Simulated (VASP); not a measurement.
Input of a VASP 6.6.1 run:

Contents of INCAR:

```
PREC = Accurate
ENCUT = 520
EDIFF = 1E-6
ISMEAR = 0
SIGMA = 0.1
LREAL = F
LASPH = T
NELM = 100
ALGO = Normal
ISIF = 2
LWAVE = F
LCHARG = T
GGA = PE
LELF = T
LVHAR = T
NBANDS = 40
```

File KPOINTS:

```
Automatic mesh
0
Gamma
  6 6 6
```

The input POSCAR:

```
RbCd2Br4
1.0
    2.9417752929     -7.9393426675      0.0000000000
    2.9417752929      7.9393426675      0.0000000000
    0.0000000000      0.0000000000      5.4350906248
Rb Cd Br
1 2 4
Direct
    0.0000000000      0.0000000000      0.0000000000
    0.3316561609      0.6683438391      0.5000000000
    0.6683438391      0.3316561609      0.5000000000
    0.1511234264      0.8488765736      0.5000000000
    0.3704541486      0.6295458514      0.0000000000
    0.8488765736      0.1511234264      0.5000000000
    0.6295458514      0.3704541486      0.0000000000
```

Potentials or basis: VASP PAW PBE potentials, release 64 (Rb_sv, Cd, Br).

Command:

```console
$ cat potpaw_PBE.64/Rb_sv/POTCAR potpaw_PBE.64/Cd/POTCAR potpaw_PBE.64/Br/POTCAR > POTCAR
$ mpirun -np 1 vasp_std > vasp.out
```

Problem. Predict the largest force.

Solution. 0.016 eV/Å.

Problem. What does it give for the pressure?

Solution. 0.1 GPa.

Problem. Estimate the band gap on the k mesh.

Solution. Zero (an odd number of electrons rules out a gap without spin polarisation).

Forces in eV/Å, atoms in the order of the input:
```
Rb   0.000  0.000  0.000
Cd   0.000 -0.003  0.000
Cd   0.000  0.003  0.000
Br   0.000  0.016  0.000
Br   0.000 -0.007  0.000
Br   0.000 -0.016  0.000
Br   0.000  0.007  0.000
```

Caveat: an odd number of electrons without spin polarisation forces a metal; a magnetic or distorted state may lie lower.
